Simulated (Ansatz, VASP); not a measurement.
**Mn: VASP beside Ansatz**

File INCAR:

```
SYSTEM = Mn
PREC = Accurate ; ENCUT = 520
EDIFF = 1E-6 ; ISMEAR = -1
SIGMA = 0.1 ; LREAL = .FALSE.
LASPH = .TRUE. ; NELM = 80
ALGO = Normal ; ISIF = 2
LWAVE = .FALSE. ; LCHARG = .TRUE.
GGA = PE ; LELF = .TRUE.
LVHAR = .TRUE. ; NBANDS = 26
```

Contents of KPOINTS:

```
regular mesh
0
G
  12 12 17
  0 0 0
```

File POSCAR:

```
Mn
1.0
    4.0565780319      0.0000000000      0.0000000000
   -2.0282890159      3.5130996281      0.0000000000
    0.0000000000      0.0000000000      2.5443039844
Mn
3
Direct
    0.0000000000      0.0000000000      0.0000000000
    0.3333333333      0.6666666667      0.5000000000
    0.6666666667      0.3333333333      0.5000000000
```

Input for Ansatz:

```yaml
crystal:
  lattice:
    - [4.0565780319, 0.0, 0.0]
    - [-2.0282890159, 3.5130996281, 0.0]
    - [0.0, 0.0, 2.5443039844]
  atoms:
    - { symbol: Mn, position: [0.0, 0.0, 0.0] }
    - { symbol: Mn, position: [0.3333333333, 0.6666666667, 0.5] }
    - { symbol: Mn, position: [0.6666666667, 0.3333333333, 0.5] }
hamiltonian:
  xc: pbe
  pseudopotentials:
    kind: paw
    azcp:
      Mn: "pseudopotentials/Mn.paw.azcp"
basis:
  ecutwfc: 420
  fft_grid_basis: typed
kpoints:
  mp_grid: { grid: [12, 12, 17], shift: [0, 0, 0] }
magnetization:
  spin_polarized: false
scf:
  occupations: { method: fermi_dirac, width: 0.1 }
output:
  stress: true
```

Alike in both runs: task single point; functional PBE; k mesh 12 × 12 × 17; occupations fermi-dirac, width 0.1 eV; no spin polarisation.

```csv
,VASP,Ansatz
version,VASP 6.6.1,Ansatz 0.2.0
potentials or method,"VASP PAW PBE potentials, release 64 (Mn_pv), cutoff 520 eV","plane waves (420 eV) with PAW, scalar-relativistic"
valence electrons in the cell,39,45
```

|  | VASP | Ansatz | Ansatz less VASP |
| --- | --- | --- | --- |
| pressure (GPa) | -24.0 | -24.1 | -0.07 |
| traceless stress, the component that is largest in VASP (GPa) | 1.15 | 1.20 | +0.046 |

With one functional, cell and mesh, what is left measures potentials, basis and numerics. VASP's potentials hold 39 valence electrons a cell and Ansatz's 45, so a difference there can come from the potentials and not from the codes.
